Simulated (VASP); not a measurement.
Input of a VASP 6.6.1 run:

INCAR

```
PREC = Accurate
ENCUT = 600
EDIFF = 1E-6
ISMEAR = 0
SIGMA = 0.1
LREAL = False
LASPH = True
NELM = 80
ALGO = Normal
ISIF = 3
LWAVE = False
LCHARG = False
GGA = PE
IBRION = 2
NSW = 90
EDIFFG = -0.04
```

Contents of KPOINTS:

```
Automatic mesh
0
Gamma
  4 4 4
```

File POSCAR:

```
AlAs5
1.0
   -2.6746490600      2.6746490600      5.1303704700
    2.6746490600     -2.6746490600      5.1303704700
    2.6746490600      2.6746490600     -5.1303704700
Al As
1 5
Direct
    0.5000000000      0.5000000000      0.0000000000
    0.5000000000      0.5000000000      0.5000000000
    0.0000000000      0.0000000000      0.5000000000
    0.5000000000      0.0000000000      0.0000000000
    0.0000000000      0.5000000000      0.0000000000
    0.0000000000      0.0000000000      0.0000000000
```

Potentials or basis: VASP PAW PBE potentials, release 64 (Al, As).

The run is started by

```console
$ cat potpaw_PBE.64/Al/POTCAR potpaw_PBE.64/As/POTCAR > POTCAR
$ mpirun -np 1 vasp_std > vasp.out
```

(1) What does it give for the relaxed volume?

(2) What does it give for the space group after relaxing (to 0.05 Å)?

(3) Estimate the band gap on the k mesh.

## Answers

(1) 21.34 Å³/atom.

(2) I4/mmm (No. 139).

(3) zero (band 14 reaches 7.09 eV, above the bottom of band 15 at 4.70 eV).

Caveat: the k points lie up to 0.39 Å⁻¹ apart in the final cell.
